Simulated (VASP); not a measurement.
# NbAs (I4_1md) in VASP: further runs, part 2 of 2

VASP 6.6.1. The steps go on from the part before.

## (4) Single point, LDA (volume scaled by 1.01)

INCAR reads:

```
SYSTEM = NbAs
  ALGO = Normal
  EDIFF = 1E-6
  ENCUT = 520
  GGA = CA
  ISIF = 2
  ISMEAR = -1
  LASPH = .True.
  LCHARG = .False.
  LREAL = .False.
  LWAVE = .False.
  NBANDS = 26
  NELM = 60
  PREC = Accurate
  SIGMA = 0.08
```

KPOINTS reads:

```
k-points
0
Gamma
  15 15 15
  0 0 0
```

POSCAR reads:

```
NbAs
1.0
   -1.7315837630      1.7315837630      5.8594021359
    1.7315837630     -1.7315837630      5.8594021359
    1.7315837630      1.7315837630     -5.8594021359
Nb As
2 2
Direct
    0.7500000000      0.7500000000      0.0000000000
    0.5000000000      0.0000000000      0.5000000000
    0.1660000000      0.1660000000      0.0000000000
    0.9160000000      0.4160000000      0.5000000000
```

Potentials or basis: VASP PAW LDA potentials, release 64 (Nb_sv, As).

The run is started by

```console
$ cat potpaw_LDA.64/Nb_sv/POTCAR potpaw_LDA.64/As/POTCAR > POTCAR
$ mpirun -np 1 vasp_std > vasp.out
```

OUTCAR:

```text
SYSTEM = NbAs
   EDIFF = 1E-6
   ENCUT = 520
   GGA = CA
   ISIF = 2
   ISMEAR = -1
   LASPH = .True.
   LREAL = .False.
   NELM = 60
   PREC = Accurate

 ion  position               nearest neighbor table
   1  0.750  0.750  0.000-   4 2.60   4 2.60   3 2.64   3 2.64   3 2.64   3 2.64
   2  0.500  0.000  0.500-   3 2.60   3 2.60   4 2.64   4 2.64   4 2.64   4 2.64
   3  0.166  0.166  0.000-   2 2.60   2 2.60   1 2.64   1 2.64   1 2.64   1 2.64
   4  0.916  0.416  0.500-   1 2.60   1 2.60   2 2.64   2 2.64   2 2.64   2 2.64

  LATTYP: Found a body centered tetragonal cell.
 ALAT       =     3.4631675260
 C/A-ratio  =     3.3838398471

  Lattice vectors:

 A1 = (  -1.7315837630,   1.7315837630,   5.8594021359)
 A2 = (   1.7315837630,  -1.7315837630,   5.8594021359)
 A3 = (   1.7315837630,   1.7315837630,  -5.8594021359)

Analysis of symmetry for initial positions (statically):
=====================================================================
 Subroutine PRICEL returns:
 Original cell was already a primitive cell.

 Routine SETGRP: Setting up the symmetry group for a
 body centered tetragonal supercell.

 Subroutine GETGRP returns: Found  8 space group operations
 (whereof  4 operations were pure point group operations)
 out of a pool of 16 trial point group operations.

The static configuration has the point symmetry C_2v.
 The point group associated with its full space group is C_4v.

Analysis of symmetry for dynamics (positions and initial velocities):
=====================================================================
 Subroutine PRICEL returns:
 Original cell was already a primitive cell.

 Routine SETGRP: Setting up the symmetry group for a
 body centered tetragonal supercell.

 Subroutine GETGRP returns: Found  8 space group operations
 (whereof  4 operations were pure point group operations)
 out of a pool of 16 trial point group operations.

The dynamic configuration has the point symmetry C_2v.
 The point group associated with its full space group is C_4v.

 Subroutine INISYM returns: Found  8 space group operations
 (whereof  4 operations are pure point group operations),
 and found     1 'primitive' translations

----------------------------------------------------------------------------------------

                                     Primitive cell

  volume of cell :      70.2749

  direct lattice vectors                    reciprocal lattice vectors
    -1.731583763  1.731583763  5.859402136     0.000000000  0.288752996  0.085332938
     1.731583763 -1.731583763  5.859402136     0.288752996  0.000000000  0.085332938
     1.731583763  1.731583763 -5.859402136     0.288752996  0.288752996  0.000000000

  length of vectors
     6.350539981  6.350539981  6.350539981     0.301097996  0.301097996  0.408358404

  position of ions in fractional coordinates (direct lattice)
     0.750000000  0.750000000  0.000000000
     0.500000000  0.000000000  0.500000000
     0.166000000  0.166000000  0.000000000
     0.916000000  0.416000000  0.500000000

  ion indices of the primitive-cell ions
   primitive index   ion index
                 1           1
                 2           2
                 3           3
                 4           4

[... 25 lines left out ...]

 Following reciprocal coordinates:
            Coordinates               Weight
  0.000000  0.000000  0.000000      1.000000
  0.066667  0.000000  0.000000      8.000000
  0.133333 -0.000000  0.000000      8.000000
  0.200000 -0.000000  0.000000      8.000000
  0.266667 -0.000000  0.000000      8.000000
  0.333333  0.000000  0.000000      8.000000
[... 16 lines left out ...]
  0.133333  0.133333  0.000000      8.000000
  0.200000  0.133333  0.000000     16.000000
 [... further k-points ...]
   k-points           NKPTS =    288   k-points in BZ     NKDIM =    288   number of bands    NBANDS=     26
   number of dos      NEDOS =    301   number of ions     NIONS =      4
   total plane-waves  NPLWV = 110592
   dimension x,y,z NGX =    48 NGY =   48 NGZ =   48
   dimension x,y,z NGXF=    96 NGYF=   96 NGZF=   96
   ions per type =               2   2
   NGX,Y,Z   is equivalent  to a cutoff of  12.57, 12.57, 12.57 a.u.
   NGXF,Y,Z  is equivalent  to a cutoff of  25.13, 25.13, 25.13 a.u.
 SYSTEM =  NbAs
   PREC   = accura    normal or accurate (medium, high low for compatibility)
   ISTART =      0    job   : 0-new  1-cont  2-samecut
   ICHARG =      2    charge: 1-file 2-atom 10-const
   ISPIN  =      1    spin polarized calculation?
   LNONCOLLINEAR =      F non collinear calculations
   LSORBIT =      F    spin-orbit coupling
   LASPH  =      T    aspherical Exc in radial PAW
   ENCUT  =  520.0 eV  38.22 Ry    6.18 a.u.  11.81 11.81 11.81*2*pi/ulx,y,z
   NELM   =     60;   NELMIN=  2; NELMDL= -5     # of ELM steps
   EDIFF  = 0.1E-05   stopping-criterion for ELM
   LREAL  =      F    real-space projection
   EDIFFG = 0.1E-04   stopping-criterion for IOM
   NSW    =      0    number of steps for IOM
   IBRION =     -1    ionic relax: 0-MD 1-quasi-New 2-CG
   NFREE  =      0    steps in history (QN), initial steepest desc. (CG)
   ISIF   =      2    stress and relaxation
   ISYM   =      2    0-nonsym 1-usesym 2-fastsym
   POTIM  = 0.5000    time-step for ionic-motion
   TEBEG  =    0.0;   TEEND  =   0.0 temperature during run
   PSTRESS=    0.0 pullay stress
   NELECT =      36.0000    total number of electrons
   NUPDOWN=      -1.0000    fix difference up-down
   EMIN   =  10.00;   EMAX   =-10.00  energy-range for DOS
   EFERMI =   0.00;   METHOD = LEGACY
   ISMEAR =    -1;   SIGMA  =   0.08  broadening in eV -4-tet -1-fermi 0-gaus
   EFERMI_NEDOS =   21; number of points for ismear=-14 and -15
   IALGO  =     38    algorithm
   IMIX   =      4    mixing-type and parameters
     AMIX     =   0.40;   BMIX     =  1.00
     AMIX_MAG =   1.60;   BMIX_MAG =  1.00
  volume/ion in A,a.u.               =      17.57       118.56
  Fermi-wavevector in a.u.,A,eV,Ry     =   1.309912  2.475375 23.345833  1.715870
  Thomas-Fermi vector in A             =   2.440479
   LORBIT       =      0    0 simple, 1 ext, 2 COOP (PROOUT), +10 PAW based schemes
   GGA     = CA    functional components
   LHFCALC =     F    Hartree Fock is set to
   AEXX    =    0.0000 exact exchange contribution
   IVDW    =     0    specifies the selected vdW correction
   LEPSILON=     F    determine dielectric tensor
   LRPA    =     F    only Hartree local field effects (RPA)
 non-spin polarized calculation
  energy-cutoff  :      520.00
  volume of cell :       70.27
 maximum number of plane-waves:      1922
   NGX = 23   NGY = 23   NGZ = 23

 number of electron      35.9999999 magnetization

 Free energy of the ion-electron system (eV)
  ---------------------------------------------------
  ext. energy  EPLUGINS =         0.00000000
  ---------------------------------------------------
  free energy    TOTEN  =       -36.31798742 eV

  energy without entropy =      -36.30260898  energy(sigma->0) =      -36.31029820

 E-fermi :   9.4224     XC(G=0): -11.9694

 val. band max:        9.4139932992   @ k =  -0.3333   0.4667   0.3333
 cond. band min:       9.4234095811   @ k =  -0.0667  -0.4667   0.0667
 fundamental gap:      0.0094162818
 Fermi energy:         9.4223916267

 k-point     1 :       0.0000    0.0000    0.0000
  band No.  band energies     occupation
      1     -45.3904      2.00000
      2     -45.3625      2.00000
      3     -21.7669      2.00000
      4     -21.6662      2.00000
      5     -21.6662      2.00000
      6     -21.5051      2.00000
[... 685 lines left out ...]
     25      13.6127      0.00000
     26      14.2377      0.00000

 [... further k-points ...]

------------------------ aborting loop because EDIFF is reached ----------------------------------------

  FORCE on cell =-STRESS in cart. coord.  units (eV):
  Direction    XX          YY          ZZ          XY          YZ          ZX
  --------------------------------------------------------------------------------------
  -------------------------------------------------------------------------------------
  Total       -3.2262152     -3.2262152     -2.5232249      0.0000000      0.0000000      0.0000000
  in kB      -73.5535457    -73.5535457    -57.5262731      0.0000000      0.0000000      0.0000000
  external PRESSURE =     -68.2111215 kB  Pullay stress =       0.0000000 kB

 VOLUME and BASIS-vectors are now :
 -----------------------------------------------------------------------------
  energy-cutoff  :      520.00
  volume of cell :       70.27
      direct lattice vectors                 reciprocal lattice vectors
    -1.731583763  1.731583763  5.859402136     0.000000000  0.288752996  0.085332938
     1.731583763 -1.731583763  5.859402136     0.288752996  0.000000000  0.085332938
     1.731583763  1.731583763 -5.859402136     0.288752996  0.288752996  0.000000000

 POSITION                                       TOTAL-FORCE (eV/Angst)
 -----------------------------------------------------------------------------------
      0.00000      0.00000      8.78910         0.000000     -0.000000     -0.263385
      0.00000      1.73158      0.00000        -0.000000      0.000000     -0.263385
      0.00000      0.00000      1.94532        -0.000000     -0.000000      0.263385
     -0.00000      1.73158      4.87502        -0.000000     -0.000000      0.263385
 -----------------------------------------------------------------------------------
    total drift:                               -0.000000     -0.000000      0.000291

  FREE ENERGIE OF THE ION-ELECTRON SYSTEM (eV)
  ---------------------------------------------------
  free  energy   TOTEN  =       -36.3179874181 eV

  energy  without entropy=      -36.3026089830  energy(sigma->0) =      -36.31029820
```

OSZICAR:

```text
N       E                     dE             d eps       ncg     rms          rms(c)
DAV:   1     0.369957779011E+03    0.36996E+03   -0.18645E+04 14976   0.137E+03
DAV:   2    -0.646754901853E+01   -0.37643E+03   -0.36536E+03 18972   0.542E+02
DAV:   3    -0.364755568213E+02   -0.30008E+02   -0.29559E+02 27792   0.116E+02
DAV:   4    -0.382788999636E+02   -0.18033E+01   -0.17918E+01 23760   0.218E+01
DAV:   5    -0.383599404386E+02   -0.81040E-01   -0.80976E-01 26248   0.513E+00    0.109E+01
DAV:   6    -0.363642371026E+02    0.19957E+01   -0.67631E+00 24320   0.190E+01    0.310E+00
DAV:   7    -0.363368807029E+02    0.27356E-01   -0.42377E-01 23784   0.408E+00    0.189E+00
DAV:   8    -0.363182084464E+02    0.18672E-01   -0.66229E-02 22952   0.138E+00    0.380E-01
DAV:   9    -0.363180060382E+02    0.20241E-03   -0.56495E-03 26360   0.502E-01    0.207E-01
DAV:  10    -0.363180016252E+02    0.44130E-05   -0.12013E-03 22472   0.308E-01    0.313E-02
DAV:  11    -0.363179880552E+02    0.13570E-04   -0.68451E-05 22968   0.806E-02    0.126E-02
DAV:  12    -0.363179874181E+02    0.63712E-06   -0.37564E-06 18400   0.192E-02
   1 F= -.36317987E+02 E0= -.36310298E+02  d E =-.153784E-01
```

Wall time 7.4 min (1 thread of Intel Xeon 6975P-C (Granite Rapids), shared host); peak memory 0.6 GiB.

Results:

```
Free energy            : -36.3180 eV
Pressure               : -6.8 GPa
Largest force          : 0.263 eV/Å
Band gap on the k mesh : zero (band 18 reaches 9.46 eV, above the bottom of band 19 at 9.44 eV)
```

Forces in eV/Å, atoms in the order of the input:
```
Nb   0.000  0.000 -0.263
Nb   0.000  0.000 -0.263
As   0.000  0.000  0.263
As   0.000  0.000  0.263
```

## (5) Single point, LDA (volume scaled by 1.04)

INCAR reads:

```
SYSTEM = NbAs
ALGO = Normal
EDIFF = 1E-7
ENCUT = 520
ISIF = 2
ISMEAR = -1
LASPH = .TRUE.
LCHARG = .FALSE.
LREAL = .FALSE.
LWAVE = .FALSE.
NBANDS = 26
NELM = 100
PREC = Accurate
SIGMA = 0.08
```

KPOINTS reads:

```
k-points
0
G
  15 15 15
  0 0 0
```

POSCAR reads:

```
NbAs
1.0
   -1.7485611571      1.7485611571      5.9168509183
    1.7485611571     -1.7485611571      5.9168509183
    1.7485611571      1.7485611571     -5.9168509183
Nb As
2 2
Direct
    0.7500000000      0.7500000000      0.0000000000
    0.5000000000      0.0000000000      0.5000000000
    0.1660000000      0.1660000000      0.0000000000
    0.9160000000      0.4160000000      0.5000000000
```

Potentials or basis: VASP PAW LDA potentials, release 64 (Nb_sv, As).

The run is started by

```console
$ cat potpaw_LDA.64/Nb_sv/POTCAR potpaw_LDA.64/As/POTCAR > POTCAR
$ mpirun -np 1 vasp_std > vasp.out
```

OUTCAR:

```text
SYSTEM = NbAs
   EDIFF = 1E-7
   ENCUT = 520
   ISIF = 2
   ISMEAR = -1
   LASPH = .TRUE.
   LREAL = .FALSE.
   NELM = 100
   PREC = Accurate

 ion  position               nearest neighbor table
   1  0.750  0.750  0.000-   4 2.63   4 2.63   3 2.67   3 2.67   3 2.67   3 2.67
   2  0.500  0.000  0.500-   3 2.63   3 2.63   4 2.67   4 2.67   4 2.67   4 2.67
   3  0.166  0.166  0.000-   2 2.63   2 2.63   1 2.67   1 2.67   1 2.67   1 2.67
   4  0.916  0.416  0.500-   1 2.63   1 2.63   2 2.67   2 2.67   2 2.67   2 2.67

  LATTYP: Found a body centered tetragonal cell.
 ALAT       =     3.4971223142
 C/A-ratio  =     3.3838398470

  Lattice vectors:

 A1 = (  -1.7485611571,   1.7485611571,   5.9168509183)
 A2 = (   1.7485611571,  -1.7485611571,   5.9168509183)
 A3 = (   1.7485611571,   1.7485611571,  -5.9168509183)

Analysis of symmetry for initial positions (statically):
=====================================================================
 Subroutine PRICEL returns:
 Original cell was already a primitive cell.

 Routine SETGRP: Setting up the symmetry group for a
 body centered tetragonal supercell.

[... 172 lines left out ...]

 val. band max:        9.0446810115   @ k =  -0.0667   0.4667   0.0667
 cond. band min:       9.0569296144   @ k =  -0.0667  -0.4667   0.0667
 fundamental gap:      0.0122486029
 Fermi energy:         9.0514947817

 k-point     1 :       0.0000    0.0000    0.0000
  band No.  band energies     occupation
      1     -45.8239      2.00000
      2     -45.7997      2.00000
      3     -22.1653      2.00000
      4     -22.0897      2.00000
      5     -22.0897      2.00000
      6     -21.9362      2.00000
[... 685 lines left out ...]
     25      13.0717      0.00000
     26      13.6857      0.00000

 [... further k-points ...]

------------------------ aborting loop because EDIFF is reached ----------------------------------------

  FORCE on cell =-STRESS in cart. coord.  units (eV):
  Direction    XX          YY          ZZ          XY          YZ          ZX
  --------------------------------------------------------------------------------------
  -------------------------------------------------------------------------------------
  Total       -5.3243772     -5.3243772     -4.3881830      0.0000000      0.0000000      0.0000000
  in kB     -117.8873287   -117.8873287    -97.1590007      0.0000000      0.0000000      0.0000000
  external PRESSURE =    -110.9778860 kB  Pullay stress =       0.0000000 kB

 VOLUME and BASIS-vectors are now :
 -----------------------------------------------------------------------------
  energy-cutoff  :      520.00
  volume of cell :       72.36
      direct lattice vectors                 reciprocal lattice vectors
    -1.748561157  1.748561157  5.916850918     0.000000000  0.285949392  0.084504411
     1.748561157 -1.748561157  5.916850918     0.285949392  0.000000000  0.084504411
     1.748561157  1.748561157 -5.916850918     0.285949392  0.285949392  0.000000000

 POSITION                                       TOTAL-FORCE (eV/Angst)
 -----------------------------------------------------------------------------------
      0.00000      0.00000      8.87528        -0.000000      0.000000     -0.228993
      0.00000      1.74856      0.00000         0.000000     -0.000000     -0.228993
      0.00000      0.00000      1.96439        -0.000000      0.000000      0.228993
      0.00000      1.74856      4.92282         0.000000     -0.000000      0.228993
 -----------------------------------------------------------------------------------
    total drift:                               -0.000000     -0.000000      0.001012

  FREE ENERGIE OF THE ION-ELECTRON SYSTEM (eV)
  ---------------------------------------------------
  free  energy   TOTEN  =       -36.2013414672 eV

  energy  without entropy=      -36.1850672170  energy(sigma->0) =      -36.19320434
```

Wall time 7.9 min (1 thread of Intel Xeon 6975P-C (Granite Rapids), shared host); peak memory 0.61 GiB.

Results:

```
Free energy            : -36.2013 eV
Pressure               : -11.1 GPa
Largest force          : 0.229 eV/Å
Band gap on the k mesh : zero (band 18 reaches 9.08 eV, above the bottom of band 19 at 9.07 eV)
```

Forces in eV/Å, atoms in the order of the input:
```
Nb   0.000  0.000 -0.229
Nb   0.000  0.000 -0.229
As   0.000  0.000  0.229
As   0.000  0.000  0.229
```

Stress tensor (GPa, compression positive):
```
-11.79   0.00   0.00
  0.00 -11.79   0.00
  0.00   0.00  -9.72
```

## (6) Summary

| cell | gap on the mesh (eV) | pressure (GPa) | largest force (eV/Å) |
| --- | --- | --- | --- |
| a = 6.200 Å, angles 148.4, 148.4, 45.4°, 4 atoms | none | 6.4 | 0.36 |
| a = 6.287 Å, angles 148.4, 148.4, 45.4°, 4 atoms | none | -1.8 | 0.30 |
| a = 6.351 Å, angles 148.4, 148.4, 45.4°, 4 atoms | none | -6.8 | 0.26 |
| a = 6.413 Å, angles 148.4, 148.4, 45.4°, 4 atoms | none | -11.1 | 0.23 |

Alike in all rows: task single point; level LDA; potentials or basis VASP PAW LDA potentials, release 64 (Nb_sv, As); no spin polarisation; k mesh 15 × 15 × 15; cutoff (eV) 520; smearing fermi-dirac 0.08 eV.

Absolute energies hang on the potentials; compare differences alone.
